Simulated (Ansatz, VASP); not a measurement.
LuF4: VASP beside Ansatz

```
CELL_PARAMETERS angstrom
3.25176 1.87741 2.08236
-3.25176 1.87741 2.08236
0.00000 -3.75481 2.08236
ATOMIC_POSITIONS crystal
Lu 0.25008 0.25008 0.25008
F 0.90431 0.90431 0.90431
F 0.32448 0.77266 0.32448
F 0.32448 0.32448 0.77266
F 0.77266 0.32448 0.32448
```

Alike in both runs: functional PBE; k mesh 12 × 12 × 12; occupations gaussian, width 0.1 eV; no spin polarisation.

Ansatz relaxed the structure, and its values are those at the end. VASP's run is a single point on that final structure, the one shown.

|  | VASP | Ansatz |
| --- | --- | --- |
| version | VASP 6.6.1 | Ansatz 0.2.0 |
| potentials or method | VASP PAW PBE potentials, release 64 (Lu, F), cutoff 520 eV | scalar-relativistic, plane waves, PAW |
| valence electrons in the cell | 53 | 53 |

|  | VASP | Ansatz | Ansatz less VASP |
| --- | --- | --- | --- |
| gap on the k mesh at the Fermi level (eV) | none | none | - |
| pressure (GPa) | 0.6 | 0.0 | -0.61 |
| rms of the force components (eV/Å) | 0.038 | 0.004 | -0.0334 |

A gap of «none» marks a metal or a gap that the smearing closes.

Neither program's run includes spin-orbit coupling.
